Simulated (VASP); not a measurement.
Crystal: SrHf.

```
Sr Hf
1.0
     1.66122    0.95911    5.29131
    -1.66122    0.95911    5.29131
     0.00000   -1.91822    5.29131
Sr Hf
1 1
Direct
  0.00000 0.00000 0.00000
  0.50000 0.50000 0.50000
```

| Quantity | Value |
| --- | --- |
| Program | VASP 6.6.1 |
| Task | relaxation of cell and atoms |
| Functional | PBE |
| Potentials or basis | VASP PAW PBE potentials, release 64 (Sr_sv, Hf_pv) |
| Cutoff | 600 eV |
| k mesh | 6 × 6 × 6 |
| Occupations | gaussian, width 0.1 eV |
| Spin | no spin polarisation |

At the start: pressure 10.4 GPa; volume 25.29 Å³/atom.

Where does the relaxation end?

Over 6 steps the energy falls by 187.8 meV/atom and the volume is 30.39 Å³/atom (+20.2 %); space group R-3m (No. 166, to 0.1 Å) before and after.

The path:
```csv
step,energy change (eV),largest force (eV/Å),pressure (GPa),volume (Å³)
1,0.0000,0.0000,10.37,50.58
2,-0.3534,0.0000,-1.48,63.45
3,-0.3596,0.0000,-0.43,61.59
4,-0.3596,0.0000,-0.56,61.82
5,-0.3725,0.0000,-0.20,61.25
6,-0.3757,0.0000,0.14,60.78
```

Final structure:
```
CELL_PARAMETERS angstrom
1.70752 0.98584 6.01814
-1.70752 0.98584 6.01814
0.00000 -1.97168 6.01814
ATOMIC_POSITIONS crystal
Sr 0.00000 0.00000 0.00000
Hf 0.50000 0.50000 0.50000
```

Caveat: the k points lie up to 0.36 Å⁻¹ apart in the final cell, too coarse for converged energies and pressures of a metal; the volume moved by over 15 % at a fixed basis, so the end points are rough.
